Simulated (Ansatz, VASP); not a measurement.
# SrBrCl in VASP and in Ansatz

```
Sr Br Cl
1.0
     4.29033    0.00000    0.00000
    -2.14516    3.71553    0.00000
     0.00000    0.00000   30.90384
Sr Br Cl
1 1 1
Direct
  0.00000 0.00000 0.29503
  0.33333 0.66667 0.23523
  0.33333 0.66667 0.34691
```

Alike in both runs: functional PBE; k mesh 6 × 6 × 1; occupations gaussian, width 0.1 eV; no spin polarisation.

Ansatz relaxed the structure, and its values are those at the end. VASP's run is a single point on that final structure, the one shown.

|  | VASP | Ansatz |
| --- | --- | --- |
| version | VASP 6.6.1 | Ansatz 0.2.0 |
| potentials or method | VASP PAW PBE potentials, release 64 (Sr_sv, Br, Cl), cutoff 520 eV | scalar-relativistic, plane waves, PAW |
| valence electrons in the cell | 24 | 24 |

```tsv
	VASP	Ansatz	Ansatz less VASP
gap on the k mesh at the Fermi level (eV)	4.64	4.63	-0.008
least direct gap on the mesh (eV)	4.67	4.67	+0.005
rms of the force components (eV/Å)	0.017	0.010	-0.0067
```

Ansatz's warnings: slab cell height set, structure snapped to symmetry.
